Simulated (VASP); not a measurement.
Wanted: the native input for a VASP 6.6.1 run.

| Item | Value |
| --- | --- |
| Task | single point |
| Functional | PBE |
| Potentials or basis | VASP PAW PBE potentials, release 64 (Sn_d, O) |
| Cutoff | 520 eV |
| k mesh | 8 × 8 × 3 |
| Occupations | fermi-dirac, width 0.02 eV |
| Spin | no spin polarisation |
| Dipole correction | no |
| Further INCAR settings | ALGO = Normal; EDIFF = 1e-06; NBANDS = 50 |

The structure of SnO lies in POSCAR:

```
SnO
1.0
    2.5165567739     -2.8789409493      0.0000000000
    2.5165567739      2.8789409493      0.0000000000
    0.0000000000      0.0000000000     11.1936445303
Sn O
4 4
Direct
    0.0000117757     -0.0000117757     -0.0155165056
   -0.0000117757      0.0000117757      0.4844834944
    0.4998645511      0.5001354489      0.2725135265
    0.5001354489      0.4998645511      0.7725135265
    0.9999871816      0.4999827670      0.3785014896
    0.0000128184      0.5000172330      0.8785014896
    0.5000172330      0.0000128184      0.3785014896
    0.4999827670      0.9999871816      0.8785014896
```

One way to write it, as run:

INCAR

```
PREC = Accurate
ENCUT = 520
EDIFF = 1E-6
ISMEAR = -1
SIGMA = 0.02
LREAL = F
LASPH = T
NELM = 80
ALGO = Normal
ISIF = 2
LWAVE = F
LCHARG = F
GGA = PE
NBANDS = 50
```

KPOINTS

```
regular mesh
0
Gamma
  8 8 3
```

Potentials or basis: VASP PAW PBE potentials, release 64 (Sn_d, O).

The run is started by

```bash
$ cat potpaw_PBE.64/Sn_d/POTCAR potpaw_PBE.64/O/POTCAR > POTCAR
$ mpirun -np 1 vasp_std > vasp.out
```

Results of the run:

```
Pressure               : 1.5 GPa
Largest force          : 0.083 eV/Å
Band gap on the k mesh : 0.83 eV
```

Caveat: spin-orbit coupling is left out, which moves the levels of the heavy elements; an odd mesh through Γ misses points on the zone boundary, where band edges can lie.

Wall time 2.4 min on 1 thread of Intel(R) Xeon(R) Platinum 8481C CPU @ 2.70GHz (Sapphire Rapids), with other jobs on the host, peak memory 0.39 GiB.
